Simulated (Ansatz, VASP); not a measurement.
## GaAs: VASP beside Ansatz

Contents of INCAR:

```
PREC = Accurate ; ENCUT = 520
EDIFF = 1E-6 ; ISMEAR = 0
SIGMA = 0.03 ; LREAL = False
LASPH = True ; NELM = 80
ALGO = Normal ; ISIF = 2
LWAVE = False ; LCHARG = True
GGA = PE ; LELF = True
LVHAR = True ; NBANDS = 16
```

File KPOINTS:

```
Automatic mesh
0
Gamma
  10 10 10
```

The input POSCAR:

```
GaAs
1.0
    0.0000000000      2.8726922659      2.9229643806
    2.8726922659      0.0000000000      2.9229643806
    2.8726922659      2.8726922659      0.0000000000
Ga As
1 1
Direct
    0.0000000000      0.0000000000      0.0000000000
    0.7500000000      0.7500000000      0.7500000000
```

Input for Ansatz:

```yaml
crystal:
  lattice:
    - [0.0, 2.8726922659, 2.9229643806]
    - [2.8726922659, 0.0, 2.9229643806]
    - [2.8726922659, 2.8726922659, 0.0]
  atoms:
    - { symbol: Ga, position: [0.0, 0.0, 0.0] }
    - { symbol: As, position: [0.75, 0.75, 0.75] }
basis:
  ecutwfc: 420
kpoints:
  mp_grid: { grid: [10, 10, 10] }
hamiltonian:
  xc: pbe
scf:
  occupations: { method: gaussian, width: 0.03 }
output:
  forces: true
  stress: true
  eigenvalues: true
```

Change from the starting cell: strain +0.0175 x Voigt [0, 0, 1, 0, 0, 0], atoms carried along.

Alike in both runs: task single point; functional PBE; k mesh 10 × 10 × 10; occupations gaussian, width 0.03 eV; no spin polarisation.

|  | VASP | Ansatz |
| --- | --- | --- |
| version | VASP 6.6.1 | Ansatz 0.2.0 |
| potentials or method | VASP PAW PBE potentials, release 64 (Ga_d, As), cutoff 520 eV | scalar-relativistic, plane waves, PAW |
| valence electrons in the cell | 18 | 28 |

|  | VASP | Ansatz | Ansatz less VASP |
| --- | --- | --- | --- |
| gap on the k mesh at the Fermi level (eV) | none | none | - |
| pressure (GPa) | -0.9 | -1.0 | -0.14 |
| traceless stress, the component that is largest in VASP (GPa) | -0.68 | -0.68 | 0.000 |

A gap of «none» marks a metal or a gap that the smearing closes. VASP's potentials hold 18 valence electrons a cell and Ansatz's 28, so a difference there can come from the potentials and not from the codes.
